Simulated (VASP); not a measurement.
Wanted: the native input for a VASP 6.6.1 run.

- Task: relaxation of cell and atoms
- Functional: PBE
- Potentials or basis: VASP PAW PBE potentials, release 64 (Y_sv, As)
- Cutoff: 600 eV
- k mesh: 10 × 10 × 10
- Occupations: gaussian, width 0.1 eV
- Spin: no spin polarisation
- Dipole correction: no
- Further INCAR settings: ALGO = Normal; EDIFF = 1e-06; IBRION = 2; EDIFFG = -0.01; NSW = 100; ISIF = 3

The structure of Y3As lies in POSCAR:

```
Y3As
1.0
    4.6758897585      0.0000000000      0.0000000000
    0.0000000000      4.6758897585      0.0000000000
    0.0000000000      0.0000000000      4.6758897585
Y As
3 1
Direct
    0.0000000000      0.5000000000      0.5000000000
    0.5000000000      0.0000000000      0.5000000000
    0.5000000000      0.5000000000      0.0000000000
    0.0000000000      0.0000000000      0.0000000000
```

One way to write it, as run:

INCAR

```
SYSTEM = Y3As
PREC = Accurate ; ENCUT = 600
EDIFF = 1E-6 ; ISMEAR = 0
SIGMA = 0.1 ; LREAL = .False.
LASPH = .True. ; NELM = 100
ALGO = Normal ; ISIF = 3
LWAVE = .False. ; LCHARG = .False.
GGA = PE ; IBRION = 2
NSW = 100 ; EDIFFG = -0.01
```

KPOINTS

```
regular mesh
0
Gamma
  10 10 10
  0 0 0
```

Potentials or basis: VASP PAW PBE potentials, release 64 (Y_sv, As).

Run with:

```console
$ cat potpaw_PBE.64/Y_sv/POTCAR potpaw_PBE.64/As/POTCAR > POTCAR
$ mpirun -np 1 vasp_std > vasp.out
```

Results of the run:

The relaxed volume is 25.28 Å³/atom and the relaxed cell is a = 4.659 Å, b = 4.659 Å, c = 4.659 Å, α = 90.00°, β = 90.00°, γ = 90.00°. The space group after relaxing (to 0.05 Å) is Pm-3m (No. 221), the energy gained by relaxing is 0.5 meV/atom and the ionic steps are 3. The pressure after relaxing is 0.0 GPa. The band gap on the k mesh is zero (band 19 reaches 4.92 eV, above the bottom of band 20 at 3.79 eV).

Run time: 3.8 min on 1 thread of AMD EPYC 9R45 96-Core Processor (Zen 5), on a shared host, peak memory 0.33 GiB.
